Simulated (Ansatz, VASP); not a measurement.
**One calculation of NbCoNi2, two programs**

Contents of INCAR:

```
SYSTEM = NbCoNi2
PREC = Accurate
ENCUT = 600
EDIFF = 1E-6
ISMEAR = 0
SIGMA = 0.1752
LREAL = .FALSE.
LASPH = .TRUE.
NELM = 120
ALGO = Normal
ISIF = 2
LWAVE = .FALSE.
LCHARG = .FALSE.
GGA = PE
NBANDS = 29
GGA_COMPAT = .FALSE.
```

Contents of KPOINTS:

```
regular mesh
0
G
  9 9 9
  0 0 0
```

The input POSCAR:

```
NbCoNi2
1.0
    3.7366550000      0.0000000000      0.0000000000
    0.0000000000      3.7366550000      0.0000000000
    0.0000000000      0.0000000000      3.6652290000
Co Ni Nb
1 2 1
Direct
    0.5000000000      0.5000000000      0.0000000000
    0.0000000000      0.5000000000      0.5000000000
    0.5000000000      0.0000000000      0.5000000000
    0.0000000000      0.0000000000      0.0000000000
```

Input for Ansatz:

```yaml
crystal:
  lattice:
    - [3.736655, 0.0, 0.0]
    - [0.0, 3.736655, 0.0]
    - [0.0, 0.0, 3.665229]
  atoms:
    - { symbol: Co, position: [0.5, 0.5, 0.0] }
    - { symbol: Ni, position: [0.0, 0.5, 0.5] }
    - { symbol: Ni, position: [0.5, 0.0, 0.5] }
    - { symbol: Nb, position: [0.0, 0.0, 0.0] }
  symmetry: { tolerance: 0.0003 }
kpoints:
  mp_grid: { grid: [9, 9, 9], shift: [0, 0, 0] }
  band_path:
    path:
      - [0.0, 0.0, 0.0]
      - [0.0, 0.5, 0.0]
      - [0.5, 0.5, 0.0]
      - [0.0, 0.0, 0.0]
      - [0.0, 0.0, 0.5]
      - [0.0, 0.5, 0.5]
      - [0.5, 0.5, 0.5]
      - [0.0, 0.0, 0.5]
      - [0.0, 0.5, 0.0]
      - [0.0, 0.5, 0.5]
      - [0.5, 0.5, 0.0]
    npoints: 6
magnetization:
  spin_polarized: false
scf:
  occupations: { method: gaussian, width: 0.1752 }
  lower_state_search: "off"
  max_iter: 200
hamiltonian:
  pseudopotentials: { kind: paw }
  xc: pbe
basis:
  ecutwfc: 420
  fft_grid_basis: typed
output:
  forces: true
  stress: true
  eigenvalues: true
  bader: true
  populations: true
  elf: true
  write_potential: true
  volumetric_format: npy
  dos:
    e_range: [-12, 8]
    de: 0.05
    projected: { site_lists: { Co: [Co], Nb: [Nb], Ni: [Ni] } }
checkpoint:
  read: saved_state
```

Alike in both runs: task single point; functional PBE; k mesh 9 × 9 × 9; occupations gaussian, width 0.1752 eV; no spin polarisation.

```csv
,VASP,Ansatz
version,VASP 6.6.1,Ansatz 0.2.0
potentials or method,"VASP PAW PBE potentials, release 64 (Co, Ni, Nb_sv), cutoff 600 eV",PAW plane waves
valence electrons in the cell,42,66
```

```csv
,VASP,Ansatz,Ansatz less VASP
pressure (GPa),-8.7,-8.3,+0.44
"traceless stress, the component that is largest in VASP (GPa)",6.70,6.70,+0.008
```

The functional is the same, so the differences come from potentials, cutoffs and numerics. VASP's potentials hold 42 valence electrons a cell and Ansatz's 66, so a difference there can come from the potentials and not from the codes.
